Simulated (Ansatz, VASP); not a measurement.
# TlMo2 in VASP and in Ansatz

```
Tl Mo
1.0
     0.00000    3.89417    3.89417
     3.89417    0.00000    3.89417
     3.89417    3.89417    0.00000
Tl Mo
2 4
Direct
  0.00000 0.00000 0.00000
  0.25000 0.25000 0.25000
  0.62500 0.62500 0.62500
  0.12500 0.62500 0.62500
  0.62500 0.62500 0.12500
  0.62500 0.12500 0.62500
```

Alike in both runs: task relaxation of cell and atoms; functional PBE; k mesh 4 × 4 × 4; occupations gaussian, width 0.1 eV; no spin polarisation.

```csv
,VASP,Ansatz
version,VASP 6.6.1,Ansatz 0.2.0
potentials or method,"VASP PAW PBE potentials, release 64 (Tl_d, Mo_sv), cutoff 600 eV","scalar-relativistic, plane waves, PAW"
valence electrons in the cell,82,82
```

VASP gave:

* gap on the k mesh at the Fermi level, each at its own relaxed structure (eV): none
* relaxed volume (Å³/atom): 18.83
* relaxed cell length with the largest relative difference (Å): 5.426

Problem. Which values does Ansatz return?

Solution. gap on the k mesh at the Fermi level, each at its own relaxed structure (eV): none; relaxed volume (Å³/atom): 18.78; relaxed cell length with the largest relative difference (Å): 5.421.

A gap of «none» marks a metal or a gap that the smearing closes.

Spin-orbit coupling is off throughout.
